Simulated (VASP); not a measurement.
# Sc (P6_3/mmc) in VASP: further runs, part 2 of 2

VASP 6.6.1.

## Step 3: Relaxation of cell and atoms, PBE

This run uses another cell than the first one, of 25.00 Å³/atom, 1.014 times its volume.

Input file INCAR:

```
SYSTEM = Sc
ALGO = Normal ; EDIFF = 1E-7
EDIFFG = -0.01 ; ENCUT = 600
GGA = PE ; IBRION = 2
ISIF = 3 ; ISMEAR = -1
LASPH = .True. ; LCHARG = .False.
LREAL = .False. ; LWAVE = .False.
NELM = 100 ; NSW = 80
PREC = Accurate ; SIGMA = 0.05
```

Input file KPOINTS:

```
k-points
0
Gamma
  15 15 8
  0 0 0
```

Input file POSCAR:

```
Sc
1.0
    3.3090000000      0.0000000000      0.0000000000
   -1.6545000000      2.8656780000      0.0000000000
    0.0000000000      0.0000000000      5.2733000000
Sc
2
Direct
    0.3333333333      0.6666666667      0.2500000000
    0.6666666667      0.3333333333      0.7500000000
```

Potentials or basis: VASP PAW PBE potentials, release 64 (Sc_sv).

Started as:

```sh
$ cat potpaw_PBE.64/Sc_sv/POTCAR > POTCAR
$ mpirun -np 1 vasp_std > vasp.out
```

OUTCAR:

```text
SYSTEM = Sc
   EDIFF = 1E-7
   EDIFFG = -0.01
   ENCUT = 600
   GGA = PE
   IBRION = 2
   ISIF = 3
   ISMEAR = -1
   LASPH = .True.
   LREAL = .False.
   NELM = 100
   NSW = 80
   PREC = Accurate

 ion  position               nearest neighbor table
   1  0.333  0.667  0.250-   2 3.26   2 3.26   2 3.26   2 3.26   2 3.26   2 3.26
   2  0.667  0.333  0.750-   1 3.26   1 3.26   1 3.26   1 3.26   1 3.26   1 3.26

  LATTYP: Found a hexagonal cell.
 ALAT       =     3.3090000000
 C/A-ratio  =     1.5936234512

  Lattice vectors:

 A1 = (   3.3090000000,   0.0000000000,   0.0000000000)
 A2 = (  -1.6545000000,   2.8656780000,   0.0000000000)
 A3 = (   0.0000000000,   0.0000000000,   5.2733000000)

Analysis of symmetry for initial positions (statically):
=====================================================================
 Subroutine PRICEL returns:
 Original cell was already a primitive cell.

 Routine SETGRP: Setting up the symmetry group for a
 hexagonal supercell.

 Subroutine GETGRP returns: Found 24 space group operations
 (whereof 12 operations were pure point group operations)
 out of a pool of 24 trial point group operations.

The static configuration has the point symmetry D_3d.
 The point group associated with its full space group is D_6h.

Analysis of symmetry for dynamics (positions and initial velocities):
=====================================================================
 Subroutine PRICEL returns:
 Original cell was already a primitive cell.

 Routine SETGRP: Setting up the symmetry group for a
 hexagonal supercell.

 Subroutine GETGRP returns: Found 24 space group operations
 (whereof 12 operations were pure point group operations)
 out of a pool of 24 trial point group operations.

The dynamic configuration has the point symmetry D_3d.
 The point group associated with its full space group is D_6h.

 Subroutine INISYM returns: Found 24 space group operations
 (whereof 12 operations are pure point group operations),
 and found     1 'primitive' translations

----------------------------------------------------------------------------------------

                                     Primitive cell

  volume of cell :      50.0042

  direct lattice vectors                    reciprocal lattice vectors
     3.309000000  0.000000000  0.000000000     0.302206105  0.174478780  0.000000000
    -1.654500000  2.865678000  0.000000000     0.000000000  0.348957559  0.000000000
     0.000000000  0.000000000  5.273300000     0.000000000  0.000000000  0.189634574

  length of vectors
     3.309000000  3.308999947  5.273300000     0.348957554  0.348957559  0.189634574

  position of ions in fractional coordinates (direct lattice)
     0.333333333  0.666666667  0.250000000
     0.666666667  0.333333333  0.750000000

  ion indices of the primitive-cell ions
   primitive index   ion index
                 1           1
                 2           2

----------------------------------------------------------------------------------------

 KPOINTS: k-points

Automatic generation of k-mesh.
 Grid dimensions read from file:
 generate k-points for:   15   15    8

 Generating k-lattice:

[... 53 lines left out ...]
   ISTART =      0    job   : 0-new  1-cont  2-samecut
   ICHARG =      2    charge: 1-file 2-atom 10-const
   ISPIN  =      1    spin polarized calculation?
   LNONCOLLINEAR =      F non collinear calculations
   LSORBIT =      F    spin-orbit coupling
   LASPH  =      T    aspherical Exc in radial PAW
   ENCUT  =  600.0 eV  44.10 Ry    6.64 a.u.   6.61  6.61 10.53*2*pi/ulx,y,z
   NELM   =    100;   NELMIN=  2; NELMDL= -5     # of ELM steps
   EDIFF  = 0.1E-06   stopping-criterion for ELM
   LREAL  =      F    real-space projection
   EDIFFG = -.1E-01   stopping-criterion for IOM
   NSW    =     80    number of steps for IOM
   IBRION =      2    ionic relax: 0-MD 1-quasi-New 2-CG
   NFREE  =      1    steps in history (QN), initial steepest desc. (CG)
   ISIF   =      3    stress and relaxation
   ISYM   =      2    0-nonsym 1-usesym 2-fastsym
   POTIM  = 0.5000    time-step for ionic-motion
   TEBEG  =    0.0;   TEEND  =   0.0 temperature during run
   PSTRESS=    0.0 pullay stress
   NELECT =      22.0000    total number of electrons
   NUPDOWN=      -1.0000    fix difference up-down
   EMIN   =  10.00;   EMAX   =-10.00  energy-range for DOS
   EFERMI =   0.00;   METHOD = LEGACY
   ISMEAR =    -1;   SIGMA  =   0.05  broadening in eV -4-tet -1-fermi 0-gaus
   EFERMI_NEDOS =   21; number of points for ismear=-14 and -15
   IALGO  =     38    algorithm
   IMIX   =      4    mixing-type and parameters
     AMIX     =   0.40;   BMIX     =  1.00
     AMIX_MAG =   1.60;   BMIX_MAG =  1.00
  volume/ion in A,a.u.               =      25.00       168.72
  Fermi-wavevector in a.u.,A,eV,Ry     =   1.245127  2.352948 21.093660  1.550340
  Thomas-Fermi vector in A             =   2.379363
   LORBIT       =      0    0 simple, 1 ext, 2 COOP (PROOUT), +10 PAW based schemes
   GGA     = PE    functional components
   LHFCALC =     F    Hartree Fock is set to
   AEXX    =    0.0000 exact exchange contribution
   IVDW    =     0    specifies the selected vdW correction
   LEPSILON=     F    determine dielectric tensor
   LRPA    =     F    only Hartree local field effects (RPA)
 conjugate gradient relaxation of ions
 non-spin polarized calculation
  energy-cutoff  :      600.00
  volume of cell :       50.00
 maximum number of plane-waves:      1713
 NGX is ok and might be reduce to    28
   NGX = 13   NGY = 13   NGZ = 21

--------------------------------------- Ionic step        1  -------------------------------------------

 number of electron      22.0000001 magnetization

 Free energy of the ion-electron system (eV)
  ---------------------------------------------------
  ext. energy  EPLUGINS =         0.00000000
  ---------------------------------------------------
  free energy    TOTEN  =       -12.50993980 eV

  energy without entropy =      -12.47412191  energy(sigma->0) =      -12.49203085

------------------------ aborting loop because EDIFF is reached ----------------------------------------

  FORCE on cell =-STRESS in cart. coord.  units (eV):
  Direction    XX          YY          ZZ          XY          YZ          ZX
  --------------------------------------------------------------------------------------
  -------------------------------------------------------------------------------------
  Total       -0.0240094     -0.0240094     -0.5403363      0.0000000      0.0000000     -0.0000000
  in kB       -0.7692808     -0.7692808    -17.3128318      0.0000000      0.0000000     -0.0000000
  external PRESSURE =      -6.2837978 kB  Pullay stress =       0.0000000 kB
[... 95 lines left out ...]
--------------------------------------- Ionic step        4  -------------------------------------------

 number of electron      21.9999996 magnetization

 Free energy of the ion-electron system (eV)
  ---------------------------------------------------
  ext. energy  EPLUGINS =         0.00000000
  ---------------------------------------------------
  free energy    TOTEN  =       -12.51533219 eV

  energy without entropy =      -12.48143944  energy(sigma->0) =      -12.49838582

 E-fermi :   3.6736     XC(G=0):  -9.8738

 val. band max:        3.6665769641   @ k =   0.2667   0.2000   0.3750
 cond. band min:       3.6745410642   @ k =   0.4000   0.2000   0.3750
 fundamental gap:      0.0079641002
 Fermi energy:         3.6736409210

 k-point     1 :       0.0000    0.0000    0.0000
  band No.  band energies     occupation
      1     -45.7450      2.00000
      2     -45.6743      2.00000
      3     -24.5742      2.00000
      4     -24.2340      2.00000
      5     -24.2340      2.00000
      6     -24.1676      2.00000
      7     -24.1676      2.00000
      8     -24.1404      2.00000
      9      -1.4527      2.00000
     10       2.0425      2.00000
     11       4.2836      0.00001
     12       5.2647      0.00000
     13       5.2647      0.00000
     14       5.5227      0.00000
[... 401 lines left out ...]
      2     -45.6681      2.00000
      3     -24.4683      2.00000
      4     -24.3946      2.00000
      5     -24.3626      2.00000
      6     -24.3594      2.00000
      7     -24.2756      2.00000
      8     -24.2637      2.00000
      9       2.4898      2.00000
     10       2.9076      2.00000
     11       3.1261      1.99996
     12       3.2091      1.99982
     13       4.7659      0.00000
     14       4.8352      0.00000
     15       5.6669      0.00000

 [... further k-points ...]

------------------------ aborting loop because EDIFF is reached ----------------------------------------

  FORCE on cell =-STRESS in cart. coord.  units (eV):
  Direction    XX          YY          ZZ          XY          YZ          ZX
  --------------------------------------------------------------------------------------
  -------------------------------------------------------------------------------------
  Total        0.0137883      0.0137883     -0.0013004      0.0000000      0.0000000      0.0000000
  in kB        0.4477606      0.4477605     -0.0422281      0.0000000      0.0000000      0.0000000
  external PRESSURE =       0.2844310 kB  Pullay stress =       0.0000000 kB
[... 17 lines left out ...]
  FREE ENERGIE OF THE ION-ELECTRON SYSTEM (eV)
  ---------------------------------------------------
  free  energy   TOTEN  =       -12.5153321893 eV

  energy  without entropy=      -12.4814394439  energy(sigma->0) =      -12.49838582

 reached required accuracy - stopping structural energy minimisation
```

OSZICAR:

```text
N       E                     dE             d eps       ncg     rms          rms(c)
DAV:   1     0.408738878501E+03    0.40874E+03   -0.11831E+04  4058   0.172E+03
DAV:   2     0.120947398721E+02   -0.39664E+03   -0.39116E+03  5610   0.663E+02
DAV:   3    -0.135095247593E+02   -0.25604E+02   -0.25021E+02  6772   0.195E+02
[... 35 lines left out ...]
DAV:   4    -0.125153347087E+02    0.10377E-03   -0.33579E-04  6944   0.251E-01    0.240E-02
DAV:   5    -0.125153317718E+02    0.29369E-05   -0.27564E-05  6873   0.679E-02    0.689E-03
DAV:   6    -0.125153320679E+02   -0.29606E-06   -0.20234E-06  7206   0.253E-02    0.980E-04
DAV:   7    -0.125153322227E+02   -0.15484E-06   -0.10140E-07  2872   0.551E-03    0.548E-04
DAV:   8    -0.125153321893E+02    0.33413E-07   -0.18640E-08  2382   0.270E-03
   4 F= -.12515332E+02 E0= -.12498386E+02  d E =-.698319E-03
```

CONTCAR:

```text
Sc
   1.00000000000000
     3.3194682926172554    0.0000000000000000   -0.0000000000000000
    -1.6597341463086277    2.8747438067617885    0.0000000000000000
    -0.0000000000000000    0.0000000000000000    5.1702048957634554
  Sc
     2
Direct
     0.3333333332999970    0.6666666667000030    0.2500000000000000
     0.6666666667000030    0.3333333332999970    0.7500000000000000

  0.00000000E+00  0.00000000E+00  0.00000000E+00
  0.00000000E+00  0.00000000E+00  0.00000000E+00
```

Wall time 5.5 min (1 thread of Intel Xeon Platinum 8375C at 2.90GHz (Ice Lake), shared host); peak memory 0.26 GiB.

What came out:

- Free energy: -12.5153 eV
- Relaxed volume: 24.67 Å³/atom
- Relaxed cell: a = 3.319 Å, b = 3.319 Å, c = 5.170 Å, α = 90.00°, β = 90.00°, γ = 120.00°
- Space group after relaxing (to 0.05 Å): P6_3/mmc (No. 194)
- Energy gained by relaxing: 2.7 meV/atom
- Ionic steps: 4
- Pressure after relaxing: 0.0 GPa
- Band gap on the k mesh: zero (band 11 reaches 4.65 eV, above the bottom of band 12 at 3.17 eV)

The path:
| step | energy change (eV) | largest force (eV/Å) | pressure (GPa) | volume (Å³) |
| --- | --- | --- | --- | --- |
| 1 | 0.0000 | 0.0000 | -0.63 | 50.00 |
| 2 | -0.0044 | 0.0000 | 0.10 | 49.30 |
| 3 | -0.0047 | 0.0000 | 0.32 | 49.09 |
| 4 | -0.0054 | 0.0000 | 0.03 | 49.34 |

Final structure:
```cif
data_structure
_symmetry_space_group_name_H-M 'P 1'
_symmetry_Int_Tables_number 1
_cell_length_a 3.3195
_cell_length_b 3.3195
_cell_length_c 5.1702
_cell_angle_alpha 90.000
_cell_angle_beta 90.000
_cell_angle_gamma 120.000
_cell_volume 49.34
loop_
_atom_site_label
_atom_site_type_symbol
_atom_site_fract_x
_atom_site_fract_y
_atom_site_fract_z
_atom_site_occupancy
Sc1 Sc 0.33333 0.66667 0.25000 1
Sc2 Sc 0.66667 0.33333 0.75000 1
```
